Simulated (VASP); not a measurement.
# NaF (a cell with a defect) in VASP: single point with PBEsol

Aim: the single point of NaF (a cell with a defect) with PBEsol.

Program: VASP 6.6.1. These are calculated values, not measurements. Logs are shortened: lines on timing, memory, paths and dates and some standing lists are left out, and cuts for length are marked.

## 1. The cell of the first run

The cell holds a defect, 64 atoms: a = 9.260 Å, b = 9.260 Å, c = 9.260 Å, α = 90.00°, β = 90.00°, γ = 90.00°.

## 2. Single point, PBEsol

INCAR

```
SYSTEM = NaF
PREC     = Accurate       ! precision mode
ENCUT    = 520            ! plane-wave cutoff, eV
EDIFF    = 1E-6           ! SCF threshold, eV
ISMEAR   = -1             ! smearing method
SIGMA    = 0.05           ! smearing width, eV
LREAL    = Auto         
LASPH    = .TRUE.         ! aspherical terms in the spheres
NELM     = 120            ! most SCF steps
ALGO     = Normal         ! electronic algorithm
ISIF     = 2              ! what is computed and relaxed
LWAVE    = .FALSE.        ! write WAVECAR
LCHARG   = .TRUE.         ! write CHGCAR
GGA      = PS             ! functional
LELF     = .TRUE.         ! ELF
LVHAR    = .TRUE.       
ISYM     = -1           
NBANDS   = 262            ! bands
GGA_COMPAT= .FALSE.
```

KPOINTS

```
explicit points
1
Reciprocal
  0.25000000   0.25000000   0.25000000 1
```

POSCAR

```
NaF
1.0
    9.2600000000      0.0000000000      0.0000000000
    0.0000000000      9.2600000000      0.0000000000
    0.0000000000      0.0000000000      9.2600000000
F Na
32 32
Direct
    0.2454640000      0.0027050000      0.0031730000
    0.2444080000      0.0034500000      0.5031560000
    0.2444080000      0.5026880000      0.0039170000
    0.7409290000      0.0027820000      0.0032500000
    0.7409190000      0.0002900000      0.5007570000
    0.7409200000      0.5002880000      0.0007590000
    0.7282940000      0.5017910000      0.5022590000
    0.9948930000      0.2497460000      0.0024630000
    0.9858890000      0.2345260000      0.5027860000
    0.9939140000      0.7535160000      0.0024450000
    0.9952830000      0.7652270000      0.5008150000
    0.4937050000      0.2490800000      0.9954950000
    0.5003940000      0.2423450000      0.5063780000
    0.4923960000      0.7522740000      0.0026390000
    0.4922570000      0.7608780000      0.5036560000
    0.9948930000      0.0019930000      0.2502150000
    0.9939140000      0.0019760000      0.7539840000
    0.9858920000      0.5023170000      0.2349970000
    0.9952820000      0.5003460000      0.7656970000
    0.4937050000      0.9950270000      0.2495470000
    0.4923960000      0.0021710000      0.7527420000
    0.5003920000      0.5059100000      0.2428130000
    0.4922570000      0.5031880000      0.7613450000
    0.2653600000      0.5023440000      0.5028130000
    0.2433960000      0.2504880000      0.2509570000
    0.2431590000      0.2515000000      0.7559830000
    0.2431600000      0.7555140000      0.2519680000
    0.2454220000      0.7517440000      0.7522120000
    0.7480910000      0.2488810000      0.2493480000
    0.7423340000      0.2513940000      0.7521730000
    0.7423350000      0.7517030000      0.2518620000
    0.7415090000      0.7511960000      0.7516640000
    0.3852260000      0.3710400000      0.3715100000
    0.9932670000      0.0013240000      0.0017920000
    0.9889140000      0.9989460000      0.5025820000
    0.9889140000      0.5021140000      0.9994170000
    0.4931580000      0.9959950000      0.9964630000
    0.4947190000      0.9996070000      0.5039190000
    0.4947190000      0.5034510000      0.0000740000
    0.5062850000      0.5342260000      0.5346930000
    0.2405670000      0.2524760000      0.9999240000
    0.2125760000      0.2395590000      0.5247670000
    0.2415540000      0.7538180000      0.9996970000
    0.2361830000      0.7513660000      0.5036130000
    0.7505540000      0.2533380000      0.9963480000
    0.7497720000      0.2573760000      0.5032330000
    0.7448850000      0.7495270000      0.0018380000
    0.7540390000      0.7476250000      0.5018290000
    0.2405670000      0.9994560000      0.2529440000
    0.2415540000      0.9992290000      0.7542850000
    0.2125790000      0.5242980000      0.2400270000
    0.2361830000      0.5031450000      0.7518350000
    0.7505540000      0.9958790000      0.2538060000
    0.7448840000      0.0013690000      0.7499960000
    0.7497740000      0.5027650000      0.2578450000
    0.7540380000      0.5013600000      0.7480930000
    0.9909720000      0.2562730000      0.2567430000
    0.9886850000      0.2564780000      0.7505570000
    0.9886860000      0.7500860000      0.2569470000
    0.9932140000      0.7451940000      0.7456640000
    0.5231410000      0.2200440000      0.2205110000
    0.4948910000      0.2514580000      0.7527500000
    0.4948920000      0.7522820000      0.2519260000
    0.4938200000      0.7566740000      0.7571420000
```

Potentials or basis: VASP PAW PBE potentials, release 64 (F, Na_pv).

Launch:

```sh
cat potpaw_PBE.64/F/POTCAR potpaw_PBE.64/Na_pv/POTCAR > POTCAR
mpirun -np 1 vasp_std > vasp.out
```

OUTCAR:

```text
SYSTEM = NaF
   PREC = Accurate
   ENCUT = 520
   EDIFF = 1E-6
   ISMEAR = -1
   LREAL = Auto
   LASPH = .TRUE.
   NELM = 120
   ISIF = 2
   GGA = PS
   ISYM = -1

 ion  position               nearest neighbor table
   1  0.245  0.003  0.003-  37 2.30  43 2.31  50 2.31  49 2.31  41 2.31  34 2.34
   2  0.244  0.003  0.503-  42 2.22  49 2.32  38 2.32  50 2.33  44 2.34
   3  0.244  0.503  0.004-  51 2.22  41 2.32  39 2.32  43 2.33  52 2.34
   4  0.741  0.003  0.003-  37 2.30  45 2.32  53 2.32  34 2.34  54 2.35  47 2.35
   5  0.741  0.000  0.501-  38 2.28  53 2.29  35 2.30  54 2.31  48 2.34
   6  0.741  0.500  0.001-  39 2.28  45 2.29  36 2.30  47 2.31  56 2.34
   7  0.728  0.502  0.502-  40 2.10  55 2.27  46 2.27  56 2.29  48 2.29
   8  0.995  0.250  0.002-  45 2.26  41 2.28  34 2.30  58 2.33  36 2.34
   9  0.986  0.235  0.503-  42 2.11  35 2.18  46 2.20  57 2.29  58 2.30
  10  0.994  0.754  0.002-  43 2.29  34 2.29  47 2.31  36 2.33
  11  0.995  0.765  0.501-  35 2.17  44 2.23  48 2.24  59 2.26  60 2.27
  12  0.494  0.249  0.995-  61 2.12  62 2.25  37 2.34  41 2.34
  13  0.500  0.242  0.506-  33 2.03  38 2.25  62 2.28  46 2.31
  14  0.492  0.752  0.003-  37 2.26  64 2.27  39 2.30  63 2.31  43 2.32  47 2.34
  15  0.492  0.761  0.504-  40 2.12  38 2.21  63 2.33  64 2.35
  16  0.995  0.002  0.250-  53 2.26  49 2.28  34 2.30  59 2.33  35 2.34
  17  0.994  0.002  0.754-  50 2.29  34 2.29  54 2.31  35 2.33
  18  0.986  0.502  0.235-  51 2.11  36 2.18  55 2.20  57 2.29  59 2.30
  19  0.995  0.500  0.766-  36 2.17  52 2.23  56 2.24  58 2.26  60 2.27
  20  0.494  0.995  0.250-  61 2.12  63 2.25  37 2.34  49 2.34
  21  0.492  0.002  0.753-  37 2.26  64 2.27  38 2.30  62 2.31  50 2.32  54 2.34
  22  0.500  0.506  0.243-  33 2.03  39 2.25  63 2.28  55 2.31
  23  0.492  0.503  0.761-  40 2.12  39 2.21  62 2.33  64 2.35
  24  0.265  0.502  0.503-  33 2.05  40 2.27  44 2.32  52 2.32
  25  0.243  0.250  0.251-  33 2.05  49 2.32  41 2.32  57 2.34
  26  0.243  0.252  0.756-  42 2.16  41 2.26  62 2.33  52 2.33  50 2.34
  27  0.243  0.756  0.252-  51 2.16  49 2.26  63 2.33  44 2.33  43 2.34
  28  0.245  0.752  0.752-  50 2.29  43 2.29  64 2.30  52 2.30  44 2.30  60 2.34
  29  0.748  0.249  0.249-  61 2.12  57 2.25  45 2.34  53 2.34
  30  0.742  0.251  0.752-  45 2.26  58 2.28  62 2.29  46 2.31  54 2.32  56 2.32
  31  0.742  0.752  0.252-  53 2.26  59 2.28  63 2.29  55 2.31  47 2.32  48 2.32
  32  0.742  0.751  0.752-  64 2.29  48 2.32  56 2.32  54 2.32  47 2.32  60 2.33
  33  0.385  0.371  0.372-  13 2.03  22 2.03  24 2.05  25 2.05  61 2.35  40 2.41  51 2.46  42 2.46

  34  0.993  0.001  0.002-  17 2.29  10 2.29   8 2.30  16 2.30   1 2.34   4 2.34
  35  0.989  0.999  0.503-  11 2.17   9 2.18   5 2.30  17 2.33  16 2.34
  36  0.989  0.502  0.999-  19 2.17  18 2.18   6 2.30  10 2.33   8 2.34
  37  0.493  0.996  0.996-  21 2.26  14 2.26   1 2.30   4 2.30  20 2.34  12 2.34
  38  0.495  1.000  0.504-  15 2.21  13 2.25   5 2.28  21 2.30   2 2.32
  39  0.495  0.503  0.000-  23 2.21  22 2.25   6 2.28  14 2.30   3 2.32
  40  0.506  0.534  0.535-   7 2.10  15 2.12  23 2.12  24 2.27  33 2.41
  41  0.241  0.252  1.000-  26 2.26   8 2.28   1 2.31   3 2.32  25 2.32  12 2.34
  42  0.213  0.240  0.525-   9 2.11  26 2.16   2 2.22  33 2.46
  43  0.242  0.754  1.000-  28 2.29  10 2.29   1 2.31  14 2.32   3 2.33  27 2.34
  44  0.236  0.751  0.504-  11 2.23  28 2.30  24 2.32  27 2.33   2 2.34
  45  0.751  0.253  0.996-  30 2.26   8 2.26   6 2.29   4 2.32  29 2.34
  46  0.750  0.257  0.503-   9 2.20   7 2.27  30 2.31  13 2.31
  47  0.745  0.750  0.002-  10 2.31   6 2.31  31 2.32  32 2.32  14 2.34   4 2.35
  48  0.754  0.748  0.502-  11 2.24   7 2.29  32 2.32  31 2.32   5 2.34
  49  0.241  0.999  0.253-  27 2.26  16 2.28   1 2.31   2 2.32  25 2.32  20 2.34
  50  0.242  0.999  0.754-  28 2.29  17 2.29   1 2.31  21 2.32   2 2.33  26 2.34
  51  0.213  0.524  0.240-  18 2.11  27 2.16   3 2.22  33 2.46
  52  0.236  0.503  0.752-  19 2.23  28 2.30  24 2.32  26 2.33   3 2.34
  53  0.751  0.996  0.254-  31 2.26  16 2.26   5 2.29   4 2.32  29 2.34
  54  0.745  0.001  0.750-  17 2.31   5 2.31  30 2.32  32 2.32  21 2.34   4 2.35
  55  0.750  0.503  0.258-  18 2.20   7 2.27  31 2.31  22 2.31
  56  0.754  0.501  0.748-  19 2.24   7 2.29  32 2.32  30 2.32   6 2.34
  57  0.991  0.256  0.257-  29 2.25   9 2.29  18 2.29  25 2.34
  58  0.989  0.256  0.751-  19 2.26  30 2.28   9 2.30   8 2.33
  59  0.989  0.750  0.257-  11 2.26  31 2.28  18 2.30  16 2.33
  60  0.993  0.745  0.746-  19 2.27  11 2.27  32 2.33  28 2.34
  61  0.523  0.220  0.221-  29 2.12  12 2.12  20 2.12  33 2.35
  62  0.495  0.251  0.753-  12 2.25  13 2.28  30 2.29  21 2.31  26 2.33  23 2.33
  63  0.495  0.752  0.252-  20 2.25  22 2.28  31 2.29  14 2.31  27 2.33  15 2.33
  64  0.494  0.757  0.757-  14 2.27  21 2.27  32 2.29  28 2.30  23 2.35  15 2.35

IMPORTANT INFORMATION: All symmetrisations will be switched off!
NOSYMM: (Re-)initialisation of all symmetry stuff for point group C_1.

[... 162 lines left out ...]
   dimension x,y,z NGXF=   140 NGYF=  140 NGZF=  140
   ions per type =              32  32
   NGX,Y,Z   is equivalent  to a cutoff of  12.57, 12.57, 12.57 a.u.
   NGXF,Y,Z  is equivalent  to a cutoff of  25.13, 25.13, 25.13 a.u.
 SYSTEM =  NaF
   PREC   = accura    normal or accurate (medium, high low for compatibility)
   ISTART =      0    job   : 0-new  1-cont  2-samecut
   ICHARG =      2    charge: 1-file 2-atom 10-const
   ISPIN  =      1    spin polarized calculation?
   LNONCOLLINEAR =      F non collinear calculations
   LSORBIT =      F    spin-orbit coupling
   LASPH  =      T    aspherical Exc in radial PAW
   ENCUT  =  520.0 eV  38.22 Ry    6.18 a.u.  17.22 17.22 17.22*2*pi/ulx,y,z
   NELM   =    120;   NELMIN=  2; NELMDL= -5     # of ELM steps
   EDIFF  = 0.1E-05   stopping-criterion for ELM
   LREAL  =      T    real-space projection
   EDIFFG = 0.1E-04   stopping-criterion for IOM
   NSW    =      0    number of steps for IOM
   IBRION =     -1    ionic relax: 0-MD 1-quasi-New 2-CG
   NFREE  =      0    steps in history (QN), initial steepest desc. (CG)
   ISIF   =      2    stress and relaxation
   ISYM   =     -1    0-nonsym 1-usesym 2-fastsym
   POTIM  = 0.5000    time-step for ionic-motion
   TEBEG  =    0.0;   TEEND  =   0.0 temperature during run
   PSTRESS=    0.0 pullay stress
   NELECT =     448.0000    total number of electrons
   NUPDOWN=      -1.0000    fix difference up-down
   EMIN   =  10.00;   EMAX   =-10.00  energy-range for DOS
   EFERMI =   0.00;   METHOD = LEGACY
   ISMEAR =    -1;   SIGMA  =   0.05  broadening in eV -4-tet -1-fermi 0-gaus
   EFERMI_NEDOS =   21; number of points for ismear=-14 and -15
   IALGO  =     38    algorithm
   IMIX   =      4    mixing-type and parameters
     AMIX     =   0.40;   BMIX     =  1.00
     AMIX_MAG =   1.60;   BMIX_MAG =  1.00
  volume/ion in A,a.u.               =      12.41        83.72
  Fermi-wavevector in a.u.,A,eV,Ry     =   1.352768  2.556360 24.898391  1.829980
  Thomas-Fermi vector in A             =   2.480079
   LORBIT       =      0    0 simple, 1 ext, 2 COOP (PROOUT), +10 PAW based schemes
   GGA     = PS    functional components
   LHFCALC =     F    Hartree Fock is set to
   AEXX    =    0.0000 exact exchange contribution
   IVDW    =     0    specifies the selected vdW correction
   LEPSILON=     F    determine dielectric tensor
   LRPA    =     F    only Hartree local field effects (RPA)
 non-spin polarized calculation
  energy-cutoff  :      520.00
  volume of cell :      794.02
 maximum number of plane-waves:     21404
 NGX is ok and might be reduce to    70
   NGX = 35   NGY = 35   NGZ = 35

 number of electron     447.9999959 magnetization

 Free energy of the ion-electron system (eV)
  ---------------------------------------------------
  ext. energy  EPLUGINS =         0.00000000
  ---------------------------------------------------
  free energy    TOTEN  =      -277.21449175 eV

  energy without entropy =     -277.21449175  energy(sigma->0) =     -277.21449175

 E-fermi :  -0.6131     XC(G=0):  -9.3158

 val. band max:       -1.8920037884   @ k =   0.2500   0.2500   0.2500
 cond. band min:       4.5074125105   @ k =   0.2500   0.2500   0.2500
 fundamental gap:      6.3994162989
 Fermi energy:        -0.6131179012

 k-point     1 :       0.2500    0.2500    0.2500
  band No.  band energies     occupation
      1     -22.8590      2.00000
      2     -22.8113      2.00000
      3     -22.8079      2.00000
      4     -22.2736      2.00000
      5     -22.2708      2.00000
      6     -22.2468      2.00000
[... 228 lines left out ...]
    235       7.7161      0.00000
    236       8.1715      0.00000
 [bands above 236 left out]

------------------------ aborting loop because EDIFF is reached ----------------------------------------

  FORCE on cell =-STRESS in cart. coord.  units (eV):
  Direction    XX          YY          ZZ          XY          YZ          ZX
  --------------------------------------------------------------------------------------
  -------------------------------------------------------------------------------------
  Total        8.8402646      8.2942398      8.2945053     -0.0838318      0.0980085     -0.0877425
  in kB       17.8378655     16.7360980     16.7366337     -0.1691556      0.1977613     -0.1770467
  external PRESSURE =      17.1035324 kB  Pullay stress =       0.0000000 kB

 VOLUME and BASIS-vectors are now :
 -----------------------------------------------------------------------------
  energy-cutoff  :      520.00
  volume of cell :      794.02
      direct lattice vectors                 reciprocal lattice vectors
     9.260000000  0.000000000  0.000000000     0.107991361  0.000000000  0.000000000
     0.000000000  9.260000000  0.000000000     0.000000000  0.107991361  0.000000000
     0.000000000  0.000000000  9.260000000     0.000000000  0.000000000  0.107991361

 POSITION                                       TOTAL-FORCE (eV/Angst)
 -----------------------------------------------------------------------------------
      2.27300      0.02505      0.02938         0.001921      0.001898     -0.000225
      2.26322      0.03195      4.65922         0.003087     -0.007192     -0.001499
      2.26322      4.65489      0.03627         0.001543     -0.000171     -0.009404
      6.86100      0.02576      0.03010        -0.001462      0.001955     -0.001328
      6.86091      0.00269      4.63701         0.004038      0.002422      0.001446
      6.86092      4.63267      0.00703         0.004019      0.001658      0.002252
[... 56 lines left out ...]
      4.58270      6.96613      2.33283        -0.001707     -0.001877      0.001024
      4.57277      7.00680      7.01113        -0.000869     -0.002925     -0.002830
 -----------------------------------------------------------------------------------
    total drift:                                0.018911      0.017646      0.017003

  FREE ENERGIE OF THE ION-ELECTRON SYSTEM (eV)
  ---------------------------------------------------
  free  energy   TOTEN  =      -277.2144917491 eV

  energy  without entropy=     -277.2144917491  energy(sigma->0) =     -277.21449175
```

Wall time 7.4 min (1 thread of AMD EPYC 7R43 (Zen 3), shared host); peak memory 0.67 GiB.

Results:

| Quantity | Value |
| --- | --- |
| Free energy | -277.2145 eV |
| Pressure | 1.7 GPa |
| Largest force | 0.035 eV/Å |
| Band gap on the k mesh | 6.40 eV |

Forces on the atoms (eV/Å):
```
F    0.002  0.002  0.000
F    0.003 -0.007 -0.001
F    0.002  0.000 -0.009
F   -0.001  0.002 -0.001
F    0.004  0.002  0.001
F    0.004  0.002  0.002
F    0.018 -0.005 -0.006
F    0.004  0.001  0.002
F   -0.015  0.013  0.000
F    0.000 -0.001  0.000
F    0.001 -0.016  0.002
F   -0.003  0.003 -0.019
F    0.017 -0.019  0.021
F   -0.001 -0.002  0.005
F   -0.001  0.012 -0.004
F    0.003  0.001  0.002
F    0.001  0.000 -0.002
F   -0.014 -0.001  0.016
F    0.001  0.002 -0.016
F   -0.004 -0.019  0.005
F    0.001  0.003 -0.002
F    0.014  0.022 -0.018
F   -0.001 -0.003  0.013
F   -0.024  0.018  0.018
F   -0.020 -0.018 -0.017
F    0.003 -0.001  0.012
F    0.003  0.009  0.002
F    0.000 -0.002 -0.001
F    0.016  0.003  0.003
F   -0.003  0.001 -0.003
F   -0.004 -0.001  0.000
F    0.000  0.003  0.004
Na   0.000 -0.008 -0.009
Na   0.000  0.001  0.001
Na   0.002  0.002  0.000
Na   0.002  0.000  0.002
Na  -0.001  0.003  0.003
Na  -0.003  0.002 -0.002
Na  -0.003 -0.002  0.003
Na  -0.013 -0.014 -0.014
Na   0.002  0.000  0.002
Na   0.018  0.013 -0.014
Na   0.001 -0.001  0.002
Na   0.003 -0.003 -0.001
Na  -0.004 -0.001  0.003
Na  -0.004 -0.002 -0.002
Na   0.000  0.002  0.001
Na  -0.004  0.000 -0.001
Na   0.002  0.002  0.000
Na   0.001  0.001 -0.001
Na   0.018 -0.014  0.013
Na   0.003  0.000 -0.003
Na  -0.004  0.003 -0.002
Na   0.000  0.001  0.002
Na  -0.004 -0.002 -0.002
Na  -0.004  0.000  0.000
Na   0.003 -0.001 -0.001
Na   0.003 -0.003  0.000
Na   0.003  0.000 -0.002
Na   0.001  0.002  0.002
Na  -0.017  0.016  0.016
Na  -0.002  0.001 -0.002
Na  -0.002 -0.002  0.001
Na  -0.001 -0.003 -0.003
```

Stress tensor (GPa, compression positive):
```
 1.78 -0.02 -0.02
-0.02  1.67  0.02
-0.02  0.02  1.67
```

Caveat: the PAW data sets were made with another functional, which shifts forces and pressure a little.
